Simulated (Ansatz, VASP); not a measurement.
# One calculation of C, two programs

```xyz
2
Lattice="0.0000 1.7784 1.7784 1.7784 0.0000 1.7784 1.7784 1.7784 0.0000" Properties=species:S:1:pos:R:3 pbc="T T T"
C     0.0000    0.0000    0.0000
C     0.8892    0.8892    0.8892
```

Alike in both runs: functional PBE; dispersion D3(BJ); k mesh 12 × 12 × 12; occupations gaussian, width 0.02 eV; no spin polarisation.

Ansatz relaxed the structure, and its values are those at the end. VASP's run is a single point on that final structure, the one shown.

|  | VASP | Ansatz |
| --- | --- | --- |
| version | VASP 6.6.1 | Ansatz 0.2.0 |
| potentials or method | VASP PAW PBE potentials, release 64 (C), cutoff 600 eV | scalar-relativistic, plane waves, PAW |
| valence electrons in the cell | 8 | 8 |

|  | VASP | Ansatz | Ansatz less VASP |
| --- | --- | --- | --- |
| gap on the k mesh at the Fermi level (eV) | 4.17 | 4.18 | +0.007 |
| least direct gap on the mesh (eV) | 5.61 | 5.62 | +0.004 |
| pressure (GPa) | 0.0 | 0.0 | -0.03 |
